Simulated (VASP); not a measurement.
Runs of VASP 6.6.1 on Te2Mo. The structure is that of space group P-6m2 (No. 187), or close to it. The cells are those of the table. 

| task | cell | k mesh | cutoff (eV) | smearing | gap on the mesh (eV) | pressure (GPa) | largest force (eV/Å) |
| --- | --- | --- | --- | --- | --- | --- | --- |
| single point | a = 3.495, b = 3.495, c = 7.624 Å, angles 90.0, 90.0, 120.0°, 3 atoms | 9 × 9 × 4 | 520 | gaussian 0.02 eV | 0.97 | 0.0 | 0.01 |
| relaxation of cell and atoms | relaxed from a = 3.495, b = 3.495, c = 7.675 Å, angles 90.0, 90.0, 120.0°, 3 atoms | 9 × 9 × 4 | 600 | gaussian 0.02 eV | 0.97 | 0.0 | - |
| single point | a = 3.495, b = 3.495, c = 7.675 Å, angles 90.0, 90.0, 120.0°, 3 atoms | 9 × 9 × 2 | 500 | gaussian 0.02 eV | 0.99 | 0.0 | 0.01 |
| single point | a = 3.560, b = 3.560, c = 17.524 Å, angles 90.0, 90.0, 120.0°, 3 atoms | 6 × 6 × 1 | 500 | gaussian 0.1 eV | (a) | - | 0.10 |

Alike in all rows: level PBE+D3(BJ); potentials or basis VASP PAW PBE potentials, release 64 (Te, Mo_sv); no spin polarisation.

Question: Estimate the missing entries.

Answer: (a) 1.05.

Caveats: spin-orbit coupling is left out, which moves the levels of the heavy elements.

A k mesh can miss the band edges, and the runs leave out spin-orbit coupling on Mo, Te.
